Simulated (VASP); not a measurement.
# Rb in VASP: settings compared

Rb is run at these levels: PBE, PBEsol, revPBE+D3(BJ), revPBE+D4, revPBE; tasks: single point.

All numbers are computed with VASP 6.6.1; they aren't measurements. Logs are shortened: lines on timing, memory, paths and dates and some standing lists are left out, and cuts for length are marked.

### Step 1. The cell of the first run

Symmetry: Im-3m, No. 229, cubic system. The conventional cell has a = 5.605 Å, b = 5.605 Å, c = 5.605 Å, α = 90.00°, β = 90.00°, γ = 90.00°.

### Step 2. Single point, PBE, non-collinear spin, zero start, spin-orbit coupling

File INCAR:

```
SYSTEM = Rb
  ALGO = Normal
  EDIFF = 1E-6
  ENCUT = 500
  GGA = PE
  GGA_COMPAT = .FALSE.
  ISIF = 2
  ISMEAR = 1
  LASPH = .TRUE.
  LCHARG = .FALSE.
  LORBIT = 11
  LORBMOM = .TRUE.
  LREAL = .FALSE.
  LSORBIT = .TRUE.
  LWAVE = .FALSE.
  MAGMOM = 0 0 0
  NBANDS = 20
  NELM = 200
  PREC = Accurate
  SIGMA = 0.05
```

File KPOINTS:

```
k-points
0
G
  7 7 7
  0 0 0
```

File POSCAR:

```
Rb
1.0
   -2.8025000000      2.8025000000      2.8025000000
    2.8025000000     -2.8025000000      2.8025000000
    2.8025000000      2.8025000000     -2.8025000000
Rb
1
Direct
    0.0000000000      0.0000000000      0.0000000000
```

Potentials or basis: VASP PAW PBE potentials, release 64 (Rb_sv).

Command:

```console
$ cat potpaw_PBE.64/Rb_sv/POTCAR > POTCAR
$ mpirun -np 1 vasp_ncl > vasp.out
```

OUTCAR:

```text
SYSTEM = Rb
   EDIFF = 1E-6
   ENCUT = 500
   GGA = PE
   ISIF = 2
   ISMEAR = 1
   LASPH = .TRUE.
   LORBIT = 11
   LREAL = .FALSE.
   LSORBIT = .TRUE.
   NELM = 200
   PREC = Accurate

 ion  position               nearest neighbor table
   1  0.000  0.000  0.000-

  LATTYP: Found a body centered cubic cell.
 ALAT       =     5.6050000000

  Lattice vectors:

 A1 = (  -2.8025000000,   2.8025000000,   2.8025000000)
 A2 = (   2.8025000000,  -2.8025000000,   2.8025000000)
 A3 = (   2.8025000000,   2.8025000000,  -2.8025000000)

Analysis of symmetry for initial positions (statically):
=====================================================================
 Subroutine PRICEL returns:
 Original cell was already a primitive cell.

 Routine SETGRP: Setting up the symmetry group for a
 body centered cubic supercell.

 Subroutine GETGRP returns: Found 48 space group operations
 (whereof 48 operations were pure point group operations)
 out of a pool of 48 trial point group operations.

The static configuration has the point symmetry O_h .

Analysis of symmetry for dynamics (positions and initial velocities):
=====================================================================
 Subroutine PRICEL returns:
 Original cell was already a primitive cell.

 Routine SETGRP: Setting up the symmetry group for a
 body centered cubic supercell.

 Subroutine GETGRP returns: Found 48 space group operations
 (whereof 48 operations were pure point group operations)
 out of a pool of 48 trial point group operations.

The dynamic configuration has the point symmetry O_h .

Analysis of structural, dynamic, and magnetic symmetry:
=====================================================================
 Subroutine PRICEL returns:
 Original cell was already a primitive cell.

 Routine SETGRP: Setting up the symmetry group for a
 body centered cubic supercell.

 Subroutine GETGRP returns: Found 48 space group operations
 (whereof 48 operations were pure point group operations)
 out of a pool of 48 trial point group operations.

The overall configuration has the point symmetry O_h .

 Subroutine INISYM returns: Found 48 space group operations
 (whereof 48 operations are pure point group operations),
 and found     1 'primitive' translations

----------------------------------------------------------------------------------------

                                     Primitive cell

  volume of cell :      88.0434

  direct lattice vectors                    reciprocal lattice vectors
    -2.802500000  2.802500000  2.802500000     0.000000000  0.178412132  0.178412132
     2.802500000 -2.802500000  2.802500000     0.178412132  0.000000000  0.178412132
     2.802500000  2.802500000 -2.802500000     0.178412132  0.178412132  0.000000000

  length of vectors
     4.854072388  4.854072388  4.854072388     0.252312857  0.252312857  0.252312857

  position of ions in fractional coordinates (direct lattice)
     0.000000000  0.000000000  0.000000000

  ion indices of the primitive-cell ions
   primitive index   ion index
                 1           1

----------------------------------------------------------------------------------------

 KPOINTS: k-points

Automatic generation of k-mesh.
 Grid dimensions read from file:
 generate k-points for:    7    7    7

 Generating k-lattice:

  Cartesian coordinates                     Fractional coordinates (reciprocal lattice)
     0.000000000  0.025487447  0.025487447     0.142857143  0.000000000  0.000000000
     0.025487447  0.000000000  0.025487447     0.000000000  0.142857143  0.000000000
     0.025487447  0.025487447  0.000000000     0.000000000  0.000000000  0.142857143

  Length of vectors
     0.036044694  0.036044694  0.036044694

  Shift w.r.t. Gamma in fractional coordinates (k-lattice)
     0.000000000  0.000000000  0.000000000

 Subroutine IBZKPT returns following result:
 ===========================================
[... 41 lines left out ...]
   ENCUT  =  500.0 eV  36.75 Ry    6.06 a.u.   8.85  8.85  8.85*2*pi/ulx,y,z
   NELM   =    200;   NELMIN=  2; NELMDL= -5     # of ELM steps
   EDIFF  = 0.1E-05   stopping-criterion for ELM
   LREAL  =      F    real-space projection
   EDIFFG = 0.1E-04   stopping-criterion for IOM
   NSW    =      0    number of steps for IOM
   IBRION =     -1    ionic relax: 0-MD 1-quasi-New 2-CG
   NFREE  =      0    steps in history (QN), initial steepest desc. (CG)
   ISIF   =      2    stress and relaxation
   ISYM   =      2    0-nonsym 1-usesym 2-fastsym
   POTIM  = 0.5000    time-step for ionic-motion
   TEBEG  =    0.0;   TEEND  =   0.0 temperature during run
   PSTRESS=    0.0 pullay stress
   NELECT =       9.0000    total number of electrons
   NUPDOWN=      -1.0000    fix difference up-down
   EMIN   =  10.00;   EMAX   =-10.00  energy-range for DOS
   EFERMI =   0.00;   METHOD = LEGACY
   ISMEAR =     1;   SIGMA  =   0.05  broadening in eV -4-tet -1-fermi 0-gaus
   EFERMI_NEDOS =   21; number of points for ismear=-14 and -15
   IALGO  =     38    algorithm
   IMIX   =      4    mixing-type and parameters
     AMIX     =   0.40;   BMIX     =  1.00
     AMIX_MAG =   1.60;   BMIX_MAG =  1.00
  volume/ion in A,a.u.               =      88.04       594.15
  Fermi-wavevector in a.u.,A,eV,Ry     =   0.765462  1.446513  7.972081  0.585931
  Thomas-Fermi vector in A             =   1.865587
   LORBIT       =     11    0 simple, 1 ext, 2 COOP (PROOUT), +10 PAW based schemes
   GGA     = PE    functional components
   LHFCALC =     F    Hartree Fock is set to
   AEXX    =    0.0000 exact exchange contribution
   IVDW    =     0    specifies the selected vdW correction
   LEPSILON=     F    determine dielectric tensor
   LRPA    =     F    only Hartree local field effects (RPA)
 Methfessel and Paxton  Order N= 1 SIGMA  =   0.05
  energy-cutoff  :      500.00
  volume of cell :       88.04
 maximum number of plane-waves:      4512
   NGX = 17   NGY = 17   NGZ = 17

 number of electron       9.0000000 magnetization       0.0000000      0.0000000      0.0000000

 number of electron       9.0000000 magnetization       0.0000000     -0.0000000      0.0000000

 number of electron       9.0000000 magnetization      -0.0000000      0.0000000     -0.0000000

 Free energy of the ion-electron system (eV)
  ---------------------------------------------------
  ext. energy  EPLUGINS =         0.00000000
  ---------------------------------------------------
  free energy    TOTEN  =        -0.96339759 eV

  energy without entropy =       -0.96289087  energy(sigma->0) =       -0.96322868

 E-fermi :   0.0479     XC(G=0):  -5.5466

 val. band max:        0.0319546356   @ k =  -0.2857   0.4286   0.1429
 cond. band min:       0.1881727205   @ k =  -0.4286   0.4286   0.1429
 fundamental gap:      0.1562180849
 Fermi energy:         0.0479416564

 k-point     1 :       0.0000    0.0000    0.0000
  band No.  band energies     occupation
      1     -28.8018      1.00000
      2     -28.8018      1.00000
      3     -13.4215      1.00000
      4     -13.4215      1.00000
      5     -12.5556      1.00000
      6     -12.5556      1.00000
[... 449 lines left out ...]
     19       5.6212      0.00000
     20       5.6228      0.00000

------------------------ aborting loop because EDIFF is reached ----------------------------------------

  FORCE on cell =-STRESS in cart. coord.  units (eV):
  Direction    XX          YY          ZZ          XY          YZ          ZX
  --------------------------------------------------------------------------------------
  -------------------------------------------------------------------------------------
  Total        0.0441534      0.0441534      0.0441534      0.0000000      0.0000000     -0.0000000
  in kB        0.8034858      0.8034858      0.8034858      0.0000000      0.0000000     -0.0000000
  external PRESSURE =       0.8034858 kB  Pullay stress =       0.0000000 kB

 VOLUME and BASIS-vectors are now :
 -----------------------------------------------------------------------------
  energy-cutoff  :      500.00
  volume of cell :       88.04
      direct lattice vectors                 reciprocal lattice vectors
    -2.802500000  2.802500000  2.802500000     0.000000000  0.178412132  0.178412132
     2.802500000 -2.802500000  2.802500000     0.178412132  0.000000000  0.178412132
     2.802500000  2.802500000 -2.802500000     0.178412132  0.178412132  0.000000000

 POSITION                                       TOTAL-FORCE (eV/Angst)
 -----------------------------------------------------------------------------------
      0.00000      0.00000      0.00000        -0.000000      0.000000     -0.000000
 -----------------------------------------------------------------------------------
    total drift:                               -0.000000      0.000000      0.000000

  FREE ENERGIE OF THE ION-ELECTRON SYSTEM (eV)
  ---------------------------------------------------
  free  energy   TOTEN  =        -0.9633975859 eV

  energy  without entropy=       -0.9628908660  energy(sigma->0) =       -0.96322868

 orbital moment (x)

 # of ion     p       d       tot
 ----------------------------------------
  1         0.000   0.000   0.000
 ----------------------------------------
            0.000   0.000   0.000

 orbital moment (y)

 # of ion     p       d       tot
 ----------------------------------------
  1         0.000  -0.000  -0.000
 ----------------------------------------
            0.000  -0.000  -0.000

 orbital moment (z)

 # of ion     p       d       tot
 ----------------------------------------
  1         0.000   0.000   0.000
 ----------------------------------------
            0.000   0.000   0.000

 Spin-Orbit-Coupling matrix elements

 Ion:    1  E_soc:     -0.0530929
 l=   1
     0.0000000    -0.0088488    -0.0088488
    -0.0088488     0.0000000    -0.0088488
    -0.0088488    -0.0088488     0.0000000
 l=   2
     0.0000000     0.0000000     0.0000000     0.0000000    -0.0000001
     0.0000000     0.0000000    -0.0000001     0.0000000    -0.0000000
     0.0000000    -0.0000001     0.0000000    -0.0000001     0.0000000
     0.0000000     0.0000000    -0.0000001     0.0000000    -0.0000000
    -0.0000001    -0.0000000     0.0000000    -0.0000000     0.0000000
 l=   3
     0.0000000     0.0000000     0.0000000     0.0000000     0.0000000     0.0000000     0.0000000
     0.0000000     0.0000000     0.0000000     0.0000000     0.0000000     0.0000000     0.0000000
     0.0000000     0.0000000     0.0000000     0.0000000     0.0000000     0.0000000     0.0000000
     0.0000000     0.0000000     0.0000000     0.0000000     0.0000000     0.0000000     0.0000000
     0.0000000     0.0000000     0.0000000     0.0000000     0.0000000     0.0000000     0.0000000
     0.0000000     0.0000000     0.0000000     0.0000000     0.0000000     0.0000000     0.0000000
     0.0000000     0.0000000     0.0000000     0.0000000     0.0000000     0.0000000     0.0000000

 total charge

# of ion       s       p       d       tot
------------------------------------------
    1        1.965   5.320   0.006   7.290

 magnetization (x)

# of ion       s       p       d       tot
------------------------------------------
    1        0.000  -0.000   0.000   0.000

 magnetization (y)

# of ion       s       p       d       tot
------------------------------------------
    1       -0.000   0.000   0.000  -0.000

 magnetization (z)

# of ion       s       p       d       tot
------------------------------------------
    1        0.000  -0.000   0.000   0.000
```

Wall time 26 s (1 thread of Intel Xeon 6975P-C (Granite Rapids), shared host); peak memory 0.38 GiB.

Results:

```yaml
Free_energy: -0.9634 eV
Pressure: 0.1 GPa
Net_moment: 0.00 μB per cell
Valence_electrons_inside_the_program's_atomic_spheres: Rb 7.29
```

Moments on the atoms (μB; x, y, z):
```
Rb  0.00 0.00 0.00
```

### Step 3. Single point, PBEsol, collinear spin (the cell strained at random)

File INCAR:

```
SYSTEM = Rb
ALGO = Normal
EDIFF = 1E-6
ENCUT = 520
GGA = PS
ISIF = 2
ISMEAR = -1
ISPIN = 2
LASPH = .True.
LCHARG = .False.
LORBIT = 11
LREAL = .False.
LWAVE = .False.
MAGMOM = 1
NBANDS = 14
NELM = 150
NUPDOWN = 1.0
PREC = Accurate
SIGMA = 0.15
```

File KPOINTS:

```
k-points
0
Gamma
  7 7 7
  0 0 0
```

File POSCAR:

```
Rb
1.0
   -2.8640420000      2.7776660000      2.8440500000
    2.7973190000     -2.7605910000      2.7602510000
    2.8703440000      2.7668920000     -2.8269740000
Rb
1
Direct
   -0.0201900000     -0.0195110000     -0.0084450000
```

Potentials or basis: VASP PAW PBE potentials, release 64 (Rb_sv).

Command:

```console
$ cat potpaw_PBE.64/Rb_sv/POTCAR > POTCAR
$ mpirun -np 1 vasp_std > vasp.out
```

It took 3.6 min on 1 thread of Intel Xeon Platinum 8259CL at 2.50GHz (Skylake/Cascade Lake), shared host; peak memory 0.44 GiB.

Results (log left out):

```yaml
Free_energy: -0.6818 eV
Pressure: 0.2 GPa
Net_moment: 1.00 μB per cell
Site_moments: Rb +0.07 μB
Valence_electrons_inside_the_program's_atomic_spheres: Rb 7.30
```

Stress tensor (GPa, compression positive):
```
 0.17 -0.01  0.05
-0.01  0.18 -0.01
 0.05 -0.01  0.18
```

Caveat: the cell differs from its parent crystal (the cell strained at random); the PAW data sets were made with another functional, which shifts forces and pressure a little; the total moment is fixed, so each spin has its own Fermi level.

### Step 4. Single point, revPBE+D3(BJ)

This run uses another cell than the first one, of 89.56 Å³/atom.

File INCAR:

```
PREC = Accurate
ENCUT = 520
EDIFF = 1E-6
ISMEAR = -1
SIGMA = 0.05
LREAL = F
LASPH = T
NELM = 80
ALGO = Fast
ISIF = 2
LWAVE = F
LCHARG = T
GGA = RE
IVDW = 12
LELF = T
LVHAR = T
NBANDS = 10
```

File KPOINTS:

```
regular mesh
0
Gamma
  7 7 7
```

File POSCAR:

```
Rb
1.0
   -2.8184532268      2.8184532268      2.8184532268
    2.8184532268     -2.8184532268      2.8184532268
    2.8184532268      2.8184532268     -2.8184532268
Rb
1
Direct
    0.0000000000      0.0000000000      0.0000000000
```

Command:

```console
$ cat potpaw_PBE.64/Rb_sv/POTCAR > POTCAR
$ mpirun -np 1 vasp_std > vasp.out
```

Wall time 26 s (1 thread of Intel Xeon Platinum 8375C at 2.90GHz (Ice Lake), shared host); peak memory 0.2 GiB.

Results (log left out):

- Free energy: -1.0037 eV
- Pressure: 0.0 GPa
- Band gap on the k mesh: zero (an odd number of electrons rules out a gap without spin polarisation)
- Dispersion energy per atom: -0.172 eV

Levels at points of the mesh, in eV from the Fermi level:
```csv
k point,band 2,band 3,band 4,band 5,band 6,band 7,band 8,band 9
"(0.00, 0.00, 0.00)",-12.99,-12.99,-12.99,-1.98,3.74,3.74,3.74,4.66
```

Caveat: the PAW data sets were made with another functional, which shifts forces and pressure a little.

### Step 5. Single point, revPBE+D4

This run uses another cell than the first one, of 93.69 Å³/atom.

File INCAR:

```
SYSTEM = Rb
ALGO = Normal ; EDIFF = 1E-6
ENCUT = 520 ; GGA = RE
ISIF = 2 ; ISMEAR = -1
IVDW = 13 ; LASPH = .True.
LCHARG = .False. ; LREAL = .False.
LWAVE = .False. ; NBANDS = 10
NELM = 60 ; PREC = Accurate
SIGMA = 0.05
```

File KPOINTS:

```
k-points
0
Gamma
  7 7 7
  0 0 0
```

File POSCAR:

```
Rb
1.0
   -2.8611952891      2.8611952891      2.8611952891
    2.8611952891     -2.8611952891      2.8611952891
    2.8611952891      2.8611952891     -2.8611952891
Rb
1
Direct
    0.0000000000      0.0000000000      0.0000000000
```

Potentials or basis: VASP PAW PBE potentials, release 64 (Rb_sv).

Command:

```console
$ cat potpaw_PBE.64/Rb_sv/POTCAR > POTCAR
$ mpirun -np 1 vasp_std > vasp.out
```

OUTCAR:

```text
SYSTEM = Rb
   EDIFF = 1E-6
   ENCUT = 520
   GGA = RE
   ISIF = 2
   ISMEAR = -1
   IVDW = 13
   LASPH = .True.
   LREAL = .False.
   NELM = 60
   PREC = Accurate

 ion  position               nearest neighbor table
   1  0.000  0.000  0.000-

  LATTYP: Found a body centered cubic cell.
 ALAT       =     5.7223905782

  Lattice vectors:

 A1 = (  -2.8611952891,   2.8611952891,   2.8611952891)
[... 433 lines left out ...]
      8       3.1895      0.00000
      9       3.1895      0.00000
     10       5.3418      0.00000

------------------------ aborting loop because EDIFF is reached ----------------------------------------

  DFT-D4 for vdW energy calculation

  Edisp (eV):   -0.08233

  FORCE on cell =-STRESS in cart. coord.  units (eV):
  Direction    XX          YY          ZZ          XY          YZ          ZX
  --------------------------------------------------------------------------------------
  -------------------------------------------------------------------------------------
  Total       0.00914     0.00914     0.00914     0.00000     0.00000    -0.00000
  in kB       0.15631     0.15631     0.15631     0.00000     0.00000    -0.00000
  external pressure =        0.16 kB  Pullay stress =        0.00 kB

 VOLUME and BASIS-vectors are now :
 -----------------------------------------------------------------------------
  energy-cutoff  :      520.00
  volume of cell :       93.69
      direct lattice vectors                 reciprocal lattice vectors
    -2.861195289  2.861195289  2.861195289     0.000000000  0.174752140  0.174752140
     2.861195289 -2.861195289  2.861195289     0.174752140  0.000000000  0.174752140
     2.861195289  2.861195289 -2.861195289     0.174752140  0.174752140  0.000000000

 POSITION                                       TOTAL-FORCE (eV/Angst)
 -----------------------------------------------------------------------------------
      0.00000      0.00000      0.00000        -0.000000      0.000000      0.000000
 -----------------------------------------------------------------------------------
    total drift:                               -0.000000      0.000000     -0.000000

  FREE ENERGIE OF THE ION-ELECTRON SYSTEM (eV)
  ---------------------------------------------------
  free  energy   TOTEN  =        -0.9196908722 eV

  energy  without entropy=       -0.9116651922  energy(sigma->0) =       -0.91567803
```

OSZICAR:

```text
N       E                     dE             d eps       ncg     rms          rms(c)
DAV:   1     0.408395107535E+02    0.40840E+02   -0.33229E+03   400   0.657E+02
DAV:   2     0.211298206170E+01   -0.38727E+02   -0.38241E+02   436   0.125E+02
DAV:   3    -0.710862591953E+00   -0.28238E+01   -0.28181E+01   532   0.322E+01
DAV:   4    -0.828987045063E+00   -0.11812E+00   -0.11795E+00   552   0.611E+00
DAV:   5    -0.831044917011E+00   -0.20579E-02   -0.20578E-02   522   0.709E-01    0.132E+00
DAV:   6    -0.834158628778E+00   -0.31137E-02   -0.20935E-03   482   0.281E-01    0.788E-01
DAV:   7    -0.837094207835E+00   -0.29356E-02   -0.40853E-03   422   0.398E-01    0.440E-02
DAV:   8    -0.837349375038E+00   -0.25517E-03   -0.23792E-04   500   0.116E-01    0.195E-02
DAV:   9    -0.837362262471E+00   -0.12887E-04   -0.12803E-05   576   0.280E-02    0.473E-03
DAV:  10    -0.837362368698E+00   -0.10623E-06   -0.28774E-06   528   0.958E-03
   1 F= -.91969087E+00 E0= -.91567803E+00  d E =-.802568E-02
```

stdout:

```text
POSCAR found type information on POSCAR Rb
 POSCAR found :  1 types and       1 ions
 scaLAPACK will be used
 -----------------------------------------------------------------------------
|                                                                             |
|                                                                             |
|     You enforced a specific xc type in the INCAR file but a different       |
|     I HOPE YOU KNOW WHAT YOU ARE DOING!                                     |
|                                                                             |
 -----------------------------------------------------------------------------

 LDA part: xc-table for (Slater+PW92), standard interpolation
 POSCAR, INCAR and KPOINTS ok, starting setup
 FFT: planning ... GRIDC
 FFT: planning ... GRID_SOFT
 FFT: planning ... GRID
 WAVECAR not read
 entering main loop
```

Run time: 24 s. Hardware: 1 thread of Intel Xeon Platinum 8375C at 2.90GHz (Ice Lake), shared host; peak memory 0.23 GiB.

What came out:

* Free energy: -0.9197 eV
* Pressure: 0.0 GPa
* Band gap on the k mesh: zero (an odd number of electrons rules out a gap without spin polarisation)
* Dispersion energy per atom: -0.082 eV

Caveat: the PAW data sets were made with another functional, which shifts forces and pressure a little.

(Part 1 of 2 ends here.)
